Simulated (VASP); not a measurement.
Wanted: the native input for a VASP 6.6.1 run.

```yaml
Task: single point
Functional: PBE
Potentials_or_basis: VASP PAW PBE potentials, release 64 (Li_sv)
Cutoff: 750 eV
k_mesh: 9 × 9 × 9
Occupations: fermi-dirac, width 0.05 eV
Spin: no spin polarisation
Dipole_correction: no
Further_INCAR_settings: ALGO = Normal; EDIFF = 1e-06; NBANDS = 8
```

The structure of Li lies in POSCAR:

```
Li
1.0
   -1.7371035000      1.7371035000      1.7546500000
    1.7371035000     -1.7371035000      1.7546500000
    1.7371035000      1.7371035000     -1.7546500000
Li
1
Direct
    0.0000000000      0.0000000000      0.0000000000
```

The input as run:

INCAR

```
SYSTEM = Li
PREC = Accurate ; ENCUT = 750
EDIFF = 1E-6 ; ISMEAR = -1
SIGMA = 0.05 ; LREAL = .FALSE.
LASPH = .TRUE. ; NELM = 120
ALGO = Normal ; ISIF = 2
LWAVE = .FALSE. ; LCHARG = .TRUE.
GGA = PE ; LELF = .TRUE.
LVHAR = .TRUE. ; NBANDS = 8
GGA_COMPAT = .FALSE.
```

KPOINTS

```
Automatic mesh
0
G
  9 9 9
  0 0 0
```

Potentials or basis: VASP PAW PBE potentials, release 64 (Li_sv).

Launch:

```console
$ cat potpaw_PBE.64/Li_sv/POTCAR > POTCAR
$ mpirun -np 1 vasp_std > vasp.out
```

Results of the run:

The pressure is -0.7 GPa and the band gap on the k mesh is zero (an odd number of electrons rules out a gap without spin polarisation).

Wall time 11 s on 1 thread of Intel Xeon 8259CL, with other jobs on the host, peak memory 0.15 GiB.
